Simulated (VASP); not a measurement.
# As (R-3m) in VASP: notebook

As is run at these levels: r2SCAN; tasks: single point.

All numbers are computed with VASP 6.6.1; they aren't measurements. Logs are shortened: lines on timing, memory, paths and dates and some standing lists are left out, and cuts for length are marked.

### 1 The cell of the first run

Symmetry: R-3m, No. 166, trigonal system. The conventional cell has a = 3.590 Å, b = 3.590 Å, c = 15.163 Å, α = 90.00°, β = 90.00°, γ = 120.00°. Within 3.3 Å of As (site symmetry 3m) lie 3 As at 2.48 Å.

### 2 Single point, r2SCAN

POSCAR

```
As
1.0
    1.7950784285      1.0363890139      5.0542643309
   -1.7950784285      1.0363890139      5.0542643309
    0.0000000000     -2.0727780278      5.0542643309
As
2
Direct
    0.7883402482      0.7883402482      0.7883402482
    0.2116597518      0.2116597518      0.2116597518
```

INCAR.step1

```
SYSTEM = As
  PREC = Accurate
  ENCUT = 520
  ISMEAR = 0
  SIGMA = 0.1
  LREAL = .False.
  LASPH = .True.
  NELM = 60
  NBANDS = 12
  GGA = PE
  ALGO = Normal
  EDIFF = 1E-4
  LWAVE = .True.
  LCHARG = .False.
```

INCAR.step2

```
SYSTEM = As
  PREC = Accurate
  ENCUT = 520
  EDIFF = 1E-6
  ISMEAR = 0
  SIGMA = 0.1
  LREAL = .False.
  LASPH = .True.
  NELM = 60
  ALGO = Normal
  ISIF = 2
  LWAVE = .False.
  LCHARG = .True.
  METAGGA = R2SCAN
  LMIXTAU = .True.
  LELF = .True.
  LVHAR = .True.
  NBANDS = 12
  ISTART = 1
```

KPOINTS

```
regular mesh
0
Gamma
  10 10 10
  0 0 0
```

Potentials or basis: VASP PAW PBE potentials, release 64 (As).

On the command line:

```
$ cat potpaw_PBE.64/As/POTCAR > POTCAR
$ cp INCAR.step1 INCAR
$ mpirun -np 1 vasp_std > vasp.out
$ cp INCAR.step2 INCAR
$ mpirun -np 1 vasp_std > vasp.out
```

OUTCAR:

```text
SYSTEM = As
   PREC = Accurate
   ENCUT = 520
   EDIFF = 1E-6
   ISMEAR = 0
   LREAL = .False.
   LASPH = .True.
   NELM = 60
   ISIF = 2
   METAGGA = R2SCAN
   ISTART = 1

 ion  position               nearest neighbor table
   1  0.788  0.788  0.788-   2 2.48   2 2.48   2 2.48
   2  0.212  0.212  0.212-   1 2.48   1 2.48   1 2.48

  LATTYP: Found a trigonal (rhomboedric) cell.
 ALAT       =     5.4627828695
 COS(alpha) =     0.7840421605

  Lattice vectors:

 A1 = (   1.7950784285,   1.0363890139,   5.0542643309)
 A2 = (  -1.7950784285,   1.0363890139,   5.0542643309)
 A3 = (   0.0000000000,  -2.0727780278,   5.0542643309)

Analysis of symmetry for initial positions (statically):
=====================================================================
 Subroutine PRICEL returns:
 Original cell was already a primitive cell.

 Routine SETGRP: Setting up the symmetry group for a
 trigonal (rhombohedral) supercell.

 Subroutine GETGRP returns: Found 12 space group operations
 (whereof 12 operations were pure point group operations)
 out of a pool of 12 trial point group operations.

The static configuration has the point symmetry D_3d.

Analysis of symmetry for dynamics (positions and initial velocities):
=====================================================================
 Subroutine PRICEL returns:
 Original cell was already a primitive cell.

 Routine SETGRP: Setting up the symmetry group for a
 trigonal (rhombohedral) supercell.

 Subroutine GETGRP returns: Found 12 space group operations
 (whereof 12 operations were pure point group operations)
 out of a pool of 12 trial point group operations.

The dynamic configuration has the point symmetry D_3d.

 Subroutine INISYM returns: Found 12 space group operations
 (whereof 12 operations are pure point group operations),
 and found     1 'primitive' translations

----------------------------------------------------------------------------------------

                                     Primitive cell

  volume of cell :      56.4177

  direct lattice vectors                    reciprocal lattice vectors
     1.795078429  1.036389014  5.054264331     0.278539362  0.160814776  0.065950910
    -1.795078429  1.036389014  5.054264331    -0.278539362  0.160814776  0.065950910
     0.000000000 -2.072778028  5.054264331     0.000000000 -0.321629551  0.065950910

  length of vectors
     5.462782869  5.462782869  5.462782869     0.328321627  0.328321627  0.328321627

  position of ions in fractional coordinates (direct lattice)
     0.788340248  0.788340248  0.788340248
     0.211659752  0.211659752  0.211659752

  ion indices of the primitive-cell ions
   primitive index   ion index
                 1           1
                 2           2

----------------------------------------------------------------------------------------

 KPOINTS: regular mesh

Automatic generation of k-mesh.
 Grid dimensions read from file:
 generate k-points for:   10   10   10

 Generating k-lattice:

  Cartesian coordinates                     Fractional coordinates (reciprocal lattice)
     0.027853936  0.016081478  0.006595091     0.100000000 -0.000000000  0.000000000
    -0.027853936  0.016081478  0.006595091    -0.000000000  0.100000000  0.000000000
     0.000000000 -0.032162955  0.006595091     0.000000000  0.000000000  0.100000000

  Length of vectors
     0.032832163  0.032832163  0.032832163

  Shift w.r.t. Gamma in fractional coordinates (k-lattice)
     0.000000000  0.000000000  0.000000000

 Subroutine IBZKPT returns following result:
 ===========================================

 Found    116 irreducible k-points:

 Following reciprocal coordinates:
            Coordinates               Weight
  0.000000  0.000000  0.000000      1.000000
  0.100000  0.000000  0.000000      6.000000
  0.200000  0.000000  0.000000      6.000000
  0.300000 -0.000000 -0.000000      6.000000
  0.400000 -0.000000  0.000000      6.000000
  0.500000  0.000000 -0.000000      3.000000
[... 16 lines left out ...]
  0.300000  0.300000 -0.000000      6.000000
  0.400000  0.300000 -0.000000     12.000000
 [... further k-points ...]
   k-points           NKPTS =    116   k-points in BZ     NKDIM =    116   number of bands    NBANDS=     12
   number of dos      NEDOS =    301   number of ions     NIONS =      2
   total plane-waves  NPLWV =  74088
   dimension x,y,z NGX =    42 NGY =   42 NGZ =   42
   dimension x,y,z NGXF=    84 NGYF=   84 NGZF=   84
   ions per type =               2
   NGX,Y,Z   is equivalent  to a cutoff of  12.78, 12.78, 12.78 a.u.
   NGXF,Y,Z  is equivalent  to a cutoff of  25.56, 25.56, 25.56 a.u.
 SYSTEM =  As
   PREC   = accura    normal or accurate (medium, high low for compatibility)
   ISTART =      1    job   : 0-new  1-cont  2-samecut
   ICHARG =      0    charge: 1-file 2-atom 10-const
   ISPIN  =      1    spin polarized calculation?
   LNONCOLLINEAR =      F non collinear calculations
   LSORBIT =      F    spin-orbit coupling
   LASPH  =      T    aspherical Exc in radial PAW
   ENCUT  =  520.0 eV  38.22 Ry    6.18 a.u.  10.16 10.16 10.16*2*pi/ulx,y,z
   NELM   =     60;   NELMIN=  2; NELMDL=  0     # of ELM steps
   EDIFF  = 0.1E-05   stopping-criterion for ELM
   LREAL  =      F    real-space projection
   EDIFFG = 0.1E-04   stopping-criterion for IOM
   NSW    =      0    number of steps for IOM
   IBRION =     -1    ionic relax: 0-MD 1-quasi-New 2-CG
   NFREE  =      0    steps in history (QN), initial steepest desc. (CG)
   ISIF   =      2    stress and relaxation
   ISYM   =      2    0-nonsym 1-usesym 2-fastsym
   POTIM  = 0.5000    time-step for ionic-motion
   TEBEG  =    0.0;   TEEND  =   0.0 temperature during run
   PSTRESS=    0.0 pullay stress
   NELECT =      10.0000    total number of electrons
   NUPDOWN=      -1.0000    fix difference up-down
   EMIN   =  10.00;   EMAX   =-10.00  energy-range for DOS
   EFERMI =   0.00;   METHOD = LEGACY
   ISMEAR =     0;   SIGMA  =   0.10  broadening in eV -4-tet -1-fermi 0-gaus
   EFERMI_NEDOS =   21; number of points for ismear=-14 and -15
   IALGO  =     38    algorithm
   IMIX   =      4    mixing-type and parameters
     AMIX     =   0.40;   BMIX     =  1.00
     AMIX_MAG =   1.60;   BMIX_MAG =  1.00
  volume/ion in A,a.u.               =      28.21       190.36
  Fermi-wavevector in a.u.,A,eV,Ry     =   0.919609  1.737808 11.506174  0.845680
  Thomas-Fermi vector in A             =   2.044822
   LORBIT       =      0    0 simple, 1 ext, 2 COOP (PROOUT), +10 PAW based schemes
   METAGGA = R2SCAN    functional components
   LHFCALC =     F    Hartree Fock is set to
   AEXX    =    0.0000 exact exchange contribution
   IVDW    =     0    specifies the selected vdW correction
   LEPSILON=     F    determine dielectric tensor
   LRPA    =     F    only Hartree local field effects (RPA)
 non-spin polarized calculation
 Gauss-broadening in eV      SIGMA  =   0.10
  energy-cutoff  :      520.00
  volume of cell :       56.42
 maximum number of plane-waves:      1543
 NGX is ok and might be reduce to    42
   NGX = 21   NGY = 21   NGZ = 21

 number of electron      10.0000000 magnetization

 Free energy of the ion-electron system (eV)
  ---------------------------------------------------
  ext. energy  EPLUGINS =         0.00000000
  ---------------------------------------------------
  free energy    TOTEN  =       -29.41844852 eV

  energy without entropy =      -29.41844849  energy(sigma->0) =      -29.41844851

 E-fermi :   3.0232     XC(G=0):  -8.8529

 val. band max:        2.7361082445   @ k =   0.5000   0.5000   0.5000
 cond. band min:       3.3410609514   @ k =   0.4000  -0.0000   0.0000
 fundamental gap:      0.6049527068
 Fermi energy:         3.0231534711

 k-point     1 :       0.0000    0.0000    0.0000
  band No.  band energies     occupation
      1     -12.4215      2.00000
      2      -5.1113      2.00000
      3       0.3514      2.00000
      4       1.7015      2.00000
      5       1.7015      2.00000
      6       4.5941      0.00000
      7       5.6372      0.00000
      8       5.6372      0.00000
      9      11.2414      0.00000
     10      12.2820      0.00000
     11      12.2820      0.00000
     12      12.7826      0.00000

 k-point     2 :       0.1000    0.0000    0.0000
  band No.  band energies     occupation
      1     -12.2788      2.00000
      2      -5.1281      2.00000
      3       0.4572      2.00000
      4       0.6431      2.00000
      5       1.4125      2.00000
      6       4.9699      0.00000
      7       5.8606      0.00000
      8       5.9188      0.00000
      9      10.5181      0.00000
     10      11.8020      0.00000
     11      12.1050      0.00000
     12      12.6882      0.00000

 k-point     3 :       0.2000    0.0000    0.0000
  band No.  band energies     occupation
      1     -11.8567      2.00000
      2      -5.3055      2.00000
      3      -0.8666      2.00000
      4       0.7960      2.00000
      5       0.8205      2.00000
      6       4.1229      0.00000
      7       6.3623      0.00000
      8       6.7011      0.00000
      9       9.7910      0.00000
     10      11.0366      0.00000
     11      12.3279      0.00000
     12      13.7615      0.00000
[... 286 lines left out ...]
 k-point    23 :       0.3000    0.3000   -0.0000
  band No.  band energies     occupation
      1     -11.1625      2.00000
      2      -5.9603      2.00000
      3      -1.9046      2.00000
      4       0.2012      2.00000
      5       0.9439      2.00000
      6       3.9823      0.00000
      7       6.0974      0.00000
      8       6.8810      0.00000
      9      10.0432      0.00000
     10      11.9996      0.00000
     11      13.0565      0.00000
     12      13.6590      0.00000

 k-point    24 :       0.4000    0.3000   -0.0000
  band No.  band energies     occupation
      1     -10.6471      2.00000
      2      -6.5117      2.00000
      3      -1.9673      2.00000
      4      -0.6468      2.00000
      5       0.7890      2.00000
      6       4.7235      0.00000
      7       6.2155      0.00000
      8       6.4258      0.00000
      9       9.7308      0.00000
     10      11.9961      0.00000
     11      12.9760      0.00000
     12      13.7404      0.00000

 [... further k-points ...]

------------------------ aborting loop because EDIFF is reached ----------------------------------------

  FORCE on cell =-STRESS in cart. coord.  units (eV):
  Direction    XX          YY          ZZ          XY          YZ          ZX
  --------------------------------------------------------------------------------------
  -------------------------------------------------------------------------------------
  Total        0.0236032      0.0236032      0.0951176      0.0000000      0.0000000      0.0000000
  in kB        0.6702948      0.6702948      2.7011950      0.0000000      0.0000000      0.0000000
  external PRESSURE =       1.3472616 kB  Pullay stress =       0.0000000 kB

 VOLUME and BASIS-vectors are now :
 -----------------------------------------------------------------------------
  energy-cutoff  :      520.00
  volume of cell :       56.42
      direct lattice vectors                 reciprocal lattice vectors
     1.795078429  1.036389014  5.054264331     0.278539362  0.160814776  0.065950910
    -1.795078429  1.036389014  5.054264331    -0.278539362  0.160814776  0.065950910
     0.000000000 -2.072778028  5.054264331     0.000000000 -0.321629551  0.065950910

 POSITION                                       TOTAL-FORCE (eV/Angst)
 -----------------------------------------------------------------------------------
      0.00000      0.00000     11.95344         0.000000      0.000000     -0.062010
      0.00000      0.00000      3.20935         0.000000      0.000000      0.062010
 -----------------------------------------------------------------------------------
    total drift:                               -0.000000     -0.000000      0.000000

  FREE ENERGIE OF THE ION-ELECTRON SYSTEM (eV)
  ---------------------------------------------------
  free  energy   TOTEN  =       -29.4184485214 eV

  energy  without entropy=      -29.4184484898  energy(sigma->0) =      -29.41844851
```

It took 3.7 min on 1 thread of Intel Xeon 6975P-C (Granite Rapids), shared host; peak memory 0.31 GiB.

Results:

```
Free energy            : -29.4184 eV
Pressure               : 0.1 GPa
Largest force          : 0.062 eV/Å
Band gap on the k mesh : 0.60 eV (least direct gap 1.15 eV)
```

Forces on the atoms (eV/Å):
```
As   0.000  0.000 -0.062
As   0.000  0.000  0.062
```

Stress tensor (GPa, compression positive):
```
0.07 0.00 0.00
0.00 0.07 0.00
0.00 0.00 0.27
```

Levels at points of the mesh, in eV from the valence-band top:
```
           k point  band 3  band 4  band 5  band 6  band 7  band 8
(0.00, 0.00, 0.00)   -2.38   -1.03   -1.03    1.86    2.90    2.90
(0.50, 0.00, 0.00)   -4.27   -2.97   -2.03    0.95    1.71    3.71
(0.50, 0.50, 0.00)   -4.61   -3.05   -2.94    1.67    3.76    4.29
(0.50, 0.50, 0.50)   -1.01   -1.01    0.00    1.15    2.74    2.74
```

Caveat: the PAW data sets were made with another functional, which shifts forces and pressure a little. A k mesh can miss the band edges.

### 3 Single point, r2SCAN

POSCAR is that of step 2.

INCAR.step1

```
PREC = Accurate
ENCUT = 520
ISMEAR = 0
SIGMA = 0.2
LREAL = False
LASPH = True
NELM = 80
NBANDS = 12
GGA = PE
ALGO = Normal
EDIFF = 1E-4
LWAVE = True
LCHARG = False
```

INCAR.step2

```
PREC = Accurate
ENCUT = 520
EDIFF = 1E-7
ISMEAR = 0
SIGMA = 0.2
LREAL = False
LASPH = True
NELM = 80
ALGO = Normal
ISIF = 2
LWAVE = False
LCHARG = False
METAGGA = R2SCAN
LMIXTAU = True
NBANDS = 12
ISTART = 1
```

KPOINTS

```
regular mesh
0
Gamma
  10 10 10
```

Potentials or basis: VASP PAW PBE potentials, release 64 (As).

On the command line:

```
$ cat potpaw_PBE.64/As/POTCAR > POTCAR
$ cp INCAR.step1 INCAR
$ mpirun -np 1 vasp_std > vasp.out
$ cp INCAR.step2 INCAR
$ mpirun -np 1 vasp_std > vasp.out
```

OUTCAR:

```text
PREC = Accurate
   ENCUT = 520
   EDIFF = 1E-7
   ISMEAR = 0
   LREAL = False
   LASPH = True
   NELM = 80
   ISIF = 2
   METAGGA = R2SCAN
   ISTART = 1

 ion  position               nearest neighbor table
   1  0.788  0.788  0.788-   2 2.48   2 2.48   2 2.48
   2  0.212  0.212  0.212-   1 2.48   1 2.48   1 2.48

  LATTYP: Found a trigonal (rhomboedric) cell.
 ALAT       =     5.4627828695
 COS(alpha) =     0.7840421605

  Lattice vectors:

 A1 = (   1.7950784285,   1.0363890139,   5.0542643309)
 A2 = (  -1.7950784285,   1.0363890139,   5.0542643309)
 A3 = (   0.0000000000,  -2.0727780278,   5.0542643309)

Analysis of symmetry for initial positions (statically):
=====================================================================
 Subroutine PRICEL returns:
 Original cell was already a primitive cell.

 Routine SETGRP: Setting up the symmetry group for a
 trigonal (rhombohedral) supercell.

 Subroutine GETGRP returns: Found 12 space group operations
 (whereof 12 operations were pure point group operations)
 out of a pool of 12 trial point group operations.

[... 174 lines left out ...]
      3       0.3513      2.00000
      4       1.7010      2.00000
      5       1.7010      2.00000
      6       4.5937      0.00000
      7       5.6369      0.00000
      8       5.6369      0.00000
      9      11.2404      0.00000
     10      12.2816      0.00000
     11      12.2816      0.00000
     12      12.7821      0.00000
[... 331 lines left out ...]
 k-point    24 :       0.4000    0.3000   -0.0000
  band No.  band energies     occupation
      1     -10.6475      2.00000
      2      -6.5121      2.00000
      3      -1.9674      2.00000
      4      -0.6471      2.00000
      5       0.7889      2.00000
      6       4.7232      0.00000
      7       6.2152      0.00000
      8       6.4254      0.00000
      9       9.7303      0.00000
     10      11.9952      0.00000
     11      12.9756      0.00000
     12      13.7394      0.00000

 [... further k-points ...]

------------------------ aborting loop because EDIFF is reached ----------------------------------------

  FORCE on cell =-STRESS in cart. coord.  units (eV):
  Direction    XX          YY          ZZ          XY          YZ          ZX
  --------------------------------------------------------------------------------------
  -------------------------------------------------------------------------------------
  Total        0.0249926      0.0249926      0.0961879      0.0000000      0.0000000      0.0000000
  in kB        0.7097530      0.7097530      2.7315897      0.0000000      0.0000000      0.0000000
  external PRESSURE =       1.3836986 kB  Pullay stress =       0.0000000 kB

 VOLUME and BASIS-vectors are now :
 -----------------------------------------------------------------------------
  energy-cutoff  :      520.00
  volume of cell :       56.42
      direct lattice vectors                 reciprocal lattice vectors
     1.795078429  1.036389014  5.054264331     0.278539362  0.160814776  0.065950910
    -1.795078429  1.036389014  5.054264331    -0.278539362  0.160814776  0.065950910
     0.000000000 -2.072778028  5.054264331     0.000000000 -0.321629551  0.065950910

 POSITION                                       TOTAL-FORCE (eV/Angst)
 -----------------------------------------------------------------------------------
      0.00000      0.00000     11.95344         0.000000      0.000000     -0.061975
      0.00000      0.00000      3.20935         0.000000     -0.000000      0.061975
 -----------------------------------------------------------------------------------
    total drift:                               -0.000000     -0.000000      0.000000

  FREE ENERGIE OF THE ION-ELECTRON SYSTEM (eV)
  ---------------------------------------------------
  free  energy   TOTEN  =       -29.4184660689 eV

  energy  without entropy=      -29.4183300043  energy(sigma->0) =      -29.41839804
```

OUTCAR.step1:

```text
PREC = Accurate
   ENCUT = 520
   ISMEAR = 0
   LREAL = False
   LASPH = True
[... 583 lines left out ...]
      0.00000      0.00000     11.95344         0.000000      0.000000     -0.449186
      0.00000      0.00000      3.20935         0.000000     -0.000000      0.449186
 -----------------------------------------------------------------------------------
    total drift:                               -0.000000     -0.000000      0.000000

  FREE ENERGIE OF THE ION-ELECTRON SYSTEM (eV)
  ---------------------------------------------------
  free  energy   TOTEN  =        -9.3174260824 eV

  energy  without entropy=       -9.3165271691  energy(sigma->0) =       -9.31697663
```

OSZICAR.step1:

```text
N       E                     dE             d eps       ncg     rms          rms(c)
DAV:   1     0.328789782193E+02    0.32879E+02   -0.40361E+03  2784   0.674E+02
DAV:   2    -0.726834356578E+01   -0.40147E+02   -0.38005E+02  3680   0.109E+02
DAV:   3    -0.935401328066E+01   -0.20857E+01   -0.20793E+01  3592   0.265E+01
DAV:   4    -0.937027595926E+01   -0.16263E-01   -0.16261E-01  3124   0.268E+00
DAV:   5    -0.937036833469E+01   -0.92375E-04   -0.92375E-04  3560   0.211E-01    0.340E+00
DAV:   6    -0.933402817501E+01    0.36340E-01   -0.15904E-02  3088   0.674E-01    0.204E+00
DAV:   7    -0.931675544642E+01    0.17273E-01   -0.33378E-02  3244   0.998E-01    0.113E-01
DAV:   8    -0.931730522211E+01   -0.54978E-03   -0.12826E-03  3040   0.189E-01    0.335E-02
DAV:   9    -0.931741802227E+01   -0.11280E-03   -0.10440E-04  3300   0.627E-02    0.203E-02
DAV:  10    -0.931742608237E+01   -0.80601E-05   -0.92862E-06  1748   0.180E-02
   1 F= -.93174261E+01 E0= -.93169766E+01  d E =-.898913E-03
```

Wall time 4.6 min (1 thread of Intel Xeon 6975P-C (Granite Rapids), shared host); peak memory 0.31 GiB.

What came out:

| Quantity | Value |
| --- | --- |
| Free energy | -29.4185 eV |
| Pressure | 0.1 GPa |
| Largest force | 0.062 eV/Å |
| Band gap on the k mesh | 0.60 eV (least direct gap 1.15 eV) |

Forces on the atoms (eV/Å):
```
As   0.000  0.000 -0.062
As   0.000  0.000  0.062
```

Caveat: the PAW data sets were made with another functional, which shifts forces and pressure a little. A k mesh can miss the band edges.
